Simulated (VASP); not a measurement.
K3Ag:

```
K Ag
1.0
     5.77775    0.00000    0.00000
     0.00000    5.77775    0.00000
     0.00000    0.00000    5.77775
K Ag
3 1
Direct
  0.50000 0.00000 0.00000
  0.00000 0.50000 0.00000
  0.00000 0.00000 0.50000
  0.50000 0.50000 0.50000
```

| Item | Value |
| --- | --- |
| Program | VASP 6.6.1 |
| Task | relaxation of cell and atoms |
| Functional | PBEsol |
| Potentials or basis | VASP PAW PBE potentials, release 64 (K_sv, Ag) |
| Cutoff | 600 eV |
| k mesh | 7 × 7 × 7 |
| Occupations | fermi-dirac, width 0.1 eV |
| Spin | no spin polarisation |

At the start: pressure -0.4 GPa; volume 48.22 Å³/atom.

Q: Where does the relaxation end?

A: Over 3 steps the energy falls by 5.1 meV/atom and the volume is 45.05 Å³/atom (-6.6 %); space group Pm-3m (No. 221, to 0.1 Å) before and after.

Step by step:
```
step  energy change (eV)  largest force (eV/Å)  pressure (GPa)  volume (Å³)
   1              0.0000                0.0000           -0.43       192.88
   2             -0.0087                0.0000           -0.34       189.26
   3             -0.0203                0.0000           -0.06       180.20
```

Final structure:
```xyz
4
Lattice="5.6483 0.0000 0.0000 0.0000 5.6483 0.0000 0.0000 0.0000 5.6483" Properties=species:S:1:pos:R:3 pbc="T T T"
K     2.8242    0.0000    0.0000
K     0.0000    2.8242    0.0000
K     0.0000    0.0000    2.8242
Ag    2.8242    2.8242    2.8242
```

Caveat: the PAW data sets were made with another functional, which shifts forces and pressure a little.
